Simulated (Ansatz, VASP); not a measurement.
**Sr: VASP beside Ansatz**

```
Sr
1.0
     4.08061    0.00000    0.00000
    -2.04031    3.53391    0.00000
     0.00000    0.00000    3.81439
Sr
1
Direct
  0.00000 0.00000 0.00000
```

Change from the starting cell: volume scaled by 1, PAW files.

Alike in both runs: task single point; functional PBE; k mesh 11 × 11 × 10; occupations fermi-dirac, width 0.05 eV; no spin polarisation.

```csv
,VASP,Ansatz
version,VASP 6.6.1,Ansatz 0.2.0
potentials or method,"VASP PAW PBE potentials, release 64 (Sr_sv)","PAW with Ansatz's default frozen-core files, scalar-relativistic"
plane-wave cutoff (eV),520,420
valence electrons in the cell,10,10
```

```csv
,VASP,Ansatz,Ansatz less VASP
pressure (GPa),0.0,0.0,0.00
```
